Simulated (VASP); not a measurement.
# Al (P6_3/mmc) in VASP: notebook

The runs below take Al through relaxation of cell and atoms, single point, with LDA.

Everything below comes from runs of VASP 6.6.1. Logs are shortened: lines on timing, memory, paths and dates and some standing lists are left out, and cuts for length are marked.

**1. The cell of the first run**

Symmetry: P6_3/mmc, No. 194, hexagonal system. Conventional cell: a = 2.824 Å, b = 2.824 Å, c = 4.575 Å, α = 90.00°, β = 90.00°, γ = 120.00°. Within 3.7 Å of Al (site symmetry -6m2) lie 12 Al at 2.81 to 2.82 Å.

**2. Relaxation of cell and atoms, LDA**

INCAR

```
SYSTEM = Al
PREC = Accurate
ENCUT = 600
EDIFF = 1E-7
ISMEAR = -1
SIGMA = 0.08
LREAL = .False.
LASPH = .True.
NELM = 80
ALGO = Normal
ISIF = 3
LWAVE = .False.
LCHARG = .False.
GGA = CA
IBRION = 2
NSW = 60
EDIFFG = -0.005
```

KPOINTS

```
Automatic mesh
0
Gamma
  15 15 8
  0 0 0
```

POSCAR

```
Al
1.0
    2.8240430715      0.0000000000      0.0000000000
   -1.4120215358      2.4456930413      0.0000000000
    0.0000000000      0.0000000000      4.5749497759
Al
2
Direct
    0.3333333333      0.6666666667      0.2500000000
    0.6666666667      0.3333333333      0.7500000000
```

Potentials or basis: VASP PAW LDA potentials, release 64 (Al).

The run is started by

```
cat potpaw_LDA.64/Al/POTCAR > POTCAR
mpirun -np 1 vasp_std > vasp.out
```

OUTCAR:

```text
SYSTEM = Al
   PREC = Accurate
   ENCUT = 600
   EDIFF = 1E-7
   ISMEAR = -1
   LREAL = .False.
   LASPH = .True.
   NELM = 80
   ISIF = 3
   GGA = CA
   IBRION = 2
   NSW = 60
   EDIFFG = -0.005

 ion  position               nearest neighbor table
   1  0.333  0.667  0.250-   2 2.81   2 2.81   2 2.81   2 2.81   2 2.81   2 2.81
   2  0.667  0.333  0.750-   1 2.81   1 2.81   1 2.81   1 2.81   1 2.81   1 2.81

  LATTYP: Found a hexagonal cell.
 ALAT       =     2.8240430715
 C/A-ratio  =     1.6200000000

  Lattice vectors:

 A1 = (   2.8240430715,   0.0000000000,   0.0000000000)
 A2 = (  -1.4120215358,   2.4456930413,   0.0000000000)
 A3 = (   0.0000000000,   0.0000000000,   4.5749497759)

Analysis of symmetry for initial positions (statically):
=====================================================================
 Subroutine PRICEL returns:
 Original cell was already a primitive cell.

 Routine SETGRP: Setting up the symmetry group for a
 hexagonal supercell.

 Subroutine GETGRP returns: Found 24 space group operations
 (whereof 12 operations were pure point group operations)
 out of a pool of 24 trial point group operations.

The static configuration has the point symmetry D_3d.
 The point group associated with its full space group is D_6h.

Analysis of symmetry for dynamics (positions and initial velocities):
=====================================================================
 Subroutine PRICEL returns:
 Original cell was already a primitive cell.

 Routine SETGRP: Setting up the symmetry group for a
 hexagonal supercell.

 Subroutine GETGRP returns: Found 24 space group operations
 (whereof 12 operations were pure point group operations)
 out of a pool of 24 trial point group operations.

The dynamic configuration has the point symmetry D_3d.
 The point group associated with its full space group is D_6h.

 Subroutine INISYM returns: Found 24 space group operations
 (whereof 12 operations are pure point group operations),
 and found     1 'primitive' translations

----------------------------------------------------------------------------------------

                                     Primitive cell

  volume of cell :      31.5980

  direct lattice vectors                    reciprocal lattice vectors
     2.824043071  0.000000000  0.000000000     0.354102248  0.204441028  0.000000000
    -1.412021536  2.445693041  0.000000000     0.000000000  0.408882056  0.000000000
     0.000000000  0.000000000  4.574949776     0.000000000  0.000000000  0.218581635

  length of vectors
     2.824043071  2.824043072  4.574949776     0.408882056  0.408882056  0.218581635

  position of ions in fractional coordinates (direct lattice)
     0.333333333  0.666666667  0.250000000
     0.666666667  0.333333333  0.750000000

  ion indices of the primitive-cell ions
   primitive index   ion index
                 1           1
                 2           2

----------------------------------------------------------------------------------------

 KPOINTS: Automatic mesh

Automatic generation of k-mesh.
 Grid dimensions read from file:
 generate k-points for:   15   15    8

 Generating k-lattice:

  Cartesian coordinates                     Fractional coordinates (reciprocal lattice)
     0.023606817  0.013629402  0.000000000     0.066666667  0.000000000  0.000000000
     0.000000000  0.027258804  0.000000000     0.000000000  0.066666667  0.000000000
     0.000000000  0.000000000  0.027322704     0.000000000  0.000000000  0.125000000

  Length of vectors
     0.027258804  0.027258804  0.027322704

  Shift w.r.t. Gamma in fractional coordinates (k-lattice)
     0.000000000  0.000000000  0.000000000

 Subroutine IBZKPT returns following result:
 ===========================================

 Found    135 irreducible k-points:

 Following reciprocal coordinates:
            Coordinates               Weight
  0.000000  0.000000  0.000000      1.000000
  0.066667  0.000000  0.000000      6.000000
  0.133333 -0.000000  0.000000      6.000000
  0.200000  0.000000  0.000000      6.000000
  0.266667 -0.000000  0.000000      6.000000
  0.333333 -0.000000  0.000000      6.000000
[... 16 lines left out ...]
  0.333333  0.200000  0.000000     12.000000
  0.400000  0.200000  0.000000      6.000000
 [... further k-points ...]
   k-points           NKPTS =    135   k-points in BZ     NKDIM =    135   number of bands    NBANDS=      7
   number of dos      NEDOS =    301   number of ions     NIONS =      2
   total plane-waves  NPLWV =  23040
   dimension x,y,z NGX =    24 NGY =   24 NGZ =   40
   dimension x,y,z NGXF=    48 NGYF=   48 NGZF=   80
   ions per type =               2
   NGX,Y,Z   is equivalent  to a cutoff of  14.13, 14.13, 14.54 a.u.
   NGXF,Y,Z  is equivalent  to a cutoff of  28.26, 28.26, 29.07 a.u.
 SYSTEM =  Al
   PREC   = accura    normal or accurate (medium, high low for compatibility)
   ISTART =      0    job   : 0-new  1-cont  2-samecut
   ICHARG =      2    charge: 1-file 2-atom 10-const
   ISPIN  =      1    spin polarized calculation?
   LNONCOLLINEAR =      F non collinear calculations
   LSORBIT =      F    spin-orbit coupling
   LASPH  =      T    aspherical Exc in radial PAW
   ENCUT  =  600.0 eV  44.10 Ry    6.64 a.u.   5.64  5.64  9.14*2*pi/ulx,y,z
   NELM   =     80;   NELMIN=  2; NELMDL= -5     # of ELM steps
   EDIFF  = 0.1E-06   stopping-criterion for ELM
   LREAL  =      F    real-space projection
   EDIFFG = -.5E-02   stopping-criterion for IOM
   NSW    =     60    number of steps for IOM
   IBRION =      2    ionic relax: 0-MD 1-quasi-New 2-CG
   NFREE  =      1    steps in history (QN), initial steepest desc. (CG)
   ISIF   =      3    stress and relaxation
   ISYM   =      2    0-nonsym 1-usesym 2-fastsym
   POTIM  = 0.5000    time-step for ionic-motion
   TEBEG  =    0.0;   TEEND  =   0.0 temperature during run
   PSTRESS=    0.0 pullay stress
   NELECT =       6.0000    total number of electrons
   NUPDOWN=      -1.0000    fix difference up-down
   EMIN   =  10.00;   EMAX   =-10.00  energy-range for DOS
   EFERMI =   0.00;   METHOD = LEGACY
   ISMEAR =    -1;   SIGMA  =   0.08  broadening in eV -4-tet -1-fermi 0-gaus
   EFERMI_NEDOS =   21; number of points for ismear=-14 and -15
   IALGO  =     38    algorithm
   IMIX   =      4    mixing-type and parameters
     AMIX     =   0.40;   BMIX     =  1.00
     AMIX_MAG =   1.60;   BMIX_MAG =  1.00
  volume/ion in A,a.u.               =      15.80       106.62
  Fermi-wavevector in a.u.,A,eV,Ry     =   0.940962  1.778160 12.046725  0.885409
  Thomas-Fermi vector in A             =   2.068426
   LORBIT       =      0    0 simple, 1 ext, 2 COOP (PROOUT), +10 PAW based schemes
   GGA     = CA    functional components
   LHFCALC =     F    Hartree Fock is set to
   AEXX    =    0.0000 exact exchange contribution
   IVDW    =     0    specifies the selected vdW correction
   LEPSILON=     F    determine dielectric tensor
   LRPA    =     F    only Hartree local field effects (RPA)
 conjugate gradient relaxation of ions
 non-spin polarized calculation
  energy-cutoff  :      600.00
  volume of cell :       31.60
 maximum number of plane-waves:      1087
 NGX is ok and might be reduce to    24
   NGX = 11   NGY = 11   NGZ = 19

--------------------------------------- Ionic step        1  -------------------------------------------

 number of electron       6.0000000 magnetization

 Free energy of the ion-electron system (eV)
  ---------------------------------------------------
  ext. energy  EPLUGINS =         0.00000000
  ---------------------------------------------------
  free energy    TOTEN  =        -8.32429973 eV

  energy without entropy =       -8.30935883  energy(sigma->0) =       -8.31682928

------------------------ aborting loop because EDIFF is reached ----------------------------------------

  FORCE on cell =-STRESS in cart. coord.  units (eV):
  Direction    XX          YY          ZZ          XY          YZ          ZX
  --------------------------------------------------------------------------------------
  -------------------------------------------------------------------------------------
  Total        0.0589004      0.0589004      0.3803375     -0.0000000     -0.0000000      0.0000000
  in kB        2.9865449      2.9865449     19.2850220     -0.0000000     -0.0000000      0.0000000
  external PRESSURE =       8.4193706 kB  Pullay stress =       0.0000000 kB
[... 237 lines left out ...]
  energy  without entropy=       -8.3113176377  energy(sigma->0) =       -8.31931479

--------------------------------------- Ionic step        8  -------------------------------------------

 number of electron       6.0000000 magnetization

 Free energy of the ion-electron system (eV)
  ---------------------------------------------------
  ext. energy  EPLUGINS =         0.00000000
  ---------------------------------------------------
  free energy    TOTEN  =        -8.32731570 eV

  energy without entropy =       -8.31136842  energy(sigma->0) =       -8.31934206

 E-fermi :   8.1530     XC(G=0): -10.4673

 val. band max:        8.1375094181   @ k =   0.3333   0.0667   0.5000
 cond. band min:       8.1800854213   @ k =   0.3333  -0.0000   0.1250
 fundamental gap:      0.0425760032
 Fermi energy:         8.1530100219

 k-point     1 :       0.0000    0.0000    0.0000
  band No.  band energies     occupation
      1      -3.1939      2.00000
      2       3.3976      2.00000
      3       3.5559      2.00000
      4      19.0447      0.00000
      5      19.0447      0.00000
      6      19.3968      0.00000
      7      19.3968      0.00000
[... 221 lines left out ...]
 k-point    24 :       0.4000    0.2000    0.0000
  band No.  band energies     occupation
      1       3.4978      2.00000
      2       3.6478      2.00000
      3       8.0575      1.53502
      4       9.4168      0.00000
      5       9.8306      0.00000
      6      10.2756      0.00000
      7      11.2142      0.00000

 [... further k-points ...]

------------------------ aborting loop because EDIFF is reached ----------------------------------------

  FORCE on cell =-STRESS in cart. coord.  units (eV):
  Direction    XX          YY          ZZ          XY          YZ          ZX
  --------------------------------------------------------------------------------------
  -------------------------------------------------------------------------------------
  Total        0.0032212      0.0032212     -0.0010342     -0.0000000      0.0000000      0.0000000
  in kB        0.1616311      0.1616311     -0.0518939     -0.0000000      0.0000000      0.0000000
  external PRESSURE =       0.0904561 kB  Pullay stress =       0.0000000 kB
[... 17 lines left out ...]
  FREE ENERGIE OF THE ION-ELECTRON SYSTEM (eV)
  ---------------------------------------------------
  free  energy   TOTEN  =        -8.3273157022 eV

  energy  without entropy=       -8.3113684242  energy(sigma->0) =       -8.31934206

 reached required accuracy - stopping structural energy minimisation
```

It took 31 s on 1 thread of Intel Xeon 6975P-C (Granite Rapids), shared host; peak memory 0.15 GiB.

Results:

```
Free energy                            : -8.3273 eV
Relaxed volume                         : 15.97 Å³/atom
Relaxed cell                           : a = 2.816 Å, b = 2.816 Å, c = 4.650 Å, α = 90.00°, β = 90.00°, γ = 120.00°
Space group after relaxing (to 0.05 Å) : P6_3/mmc (No. 194)
Energy gained by relaxing              : 1.5 meV/atom
Ionic steps                            : 8
Pressure after relaxing                : 0.0 GPa
Band gap on the k mesh                 : zero (band 3 reaches 12.31 eV, above the bottom of band 4 at 4.98 eV)
```

Step by step:
| step | energy change (eV) | largest force (eV/Å) | pressure (GPa) | volume (Å³) |
| --- | --- | --- | --- | --- |
| 1 | 0.0000 | 0.0000 | 0.84 | 31.60 |
| 2 | -0.0022 | 0.0000 | -0.15 | 31.98 |
| 3 | -0.0023 | 0.0000 | -0.39 | 32.08 |
| 4 | -0.0029 | 0.0000 | -0.16 | 31.99 |
| 5 | -0.0030 | 0.0000 | -0.06 | 31.96 |
| 6 | -0.0030 | 0.0000 | -0.05 | 31.95 |
| 7 | -0.0030 | 0.0000 | -0.04 | 31.95 |
| 8 | -0.0030 | 0.0000 | 0.01 | 31.93 |

Final structure:
```yaml
crystal:
  lattice:
    - [2.81579, 0.00000, 0.00000]
    - [-1.40790, 2.43855, 0.00000]
    - [0.00000, 0.00000, 4.65022]
  atoms:
    - { symbol: Al, position: [0.33333, 0.66667, 0.25000] }
    - { symbol: Al, position: [0.66667, 0.33333, 0.75000] }
```

Levels at points of the mesh, in eV from the Fermi level:
| k point | band 1 | band 2 | band 3 | band 4 | band 5 | band 6 |
| --- | --- | --- | --- | --- | --- | --- |
| (0.00, 0.00, 0.00) | -11.35 | -4.76 | -4.60 | 10.89 | 10.89 | 11.24 |
| (0.00, 0.00, 0.50) | -9.65 | -9.65 | 3.27 | 3.27 | 12.09 | 12.09 |

**3. Single point, LDA (volume scaled by 0.76)**

INCAR

```
SYSTEM = Al
ALGO = Normal
EDIFF = 1E-6
ENCUT = 520
GGA = CA
ISIF = 2
ISMEAR = -1
LASPH = .TRUE.
LCHARG = .FALSE.
LREAL = .FALSE.
LWAVE = .FALSE.
NBANDS = 10
NELM = 80
PREC = Accurate
SIGMA = 0.08
```

KPOINTS

```
k-points
0
G
  15 15 8
  0 0 0
```

POSCAR

```
Al
1.0
    2.5732850760      0.0000000000      0.0000000000
   -1.2866425380      2.2285302470      0.0000000000
    0.0000000000      0.0000000000      4.2275989094
Al
2
Direct
    0.3333333333      0.6666666667      0.2500000000
    0.6666666667      0.3333333333      0.7500000000
```

Potentials or basis: VASP PAW LDA potentials, release 64 (Al).

The run is started by

```
cat potpaw_LDA.64/Al/POTCAR > POTCAR
mpirun -np 1 vasp_std > vasp.out
```

It took 7.4 s on 1 thread of Intel Xeon 6975P-C (Granite Rapids), shared host; peak memory 0.13 GiB.

Results (log left out):

| Quantity | Value |
| --- | --- |
| Free energy | -7.5673 eV |
| Pressure | 40.3 GPa |
| Band gap on the k mesh | zero (band 3 reaches 16.20 eV, above the bottom of band 4 at 7.89 eV) |

Levels at points of the mesh, in eV from the Fermi level:
```csv
k point,band 1,band 2,band 3,band 4,band 5,band 6,band 7
"(0.00, 0.00, 0.00)",-13.43,-5.92,-4.98,12.75,12.75,13.26,13.26
"(0.00, 0.00, 0.50)",-11.39,-11.39,3.91,3.91,13.65,13.65,13.65
```

Caveat: the cell differs from its parent crystal (volume scaled by 0.76).
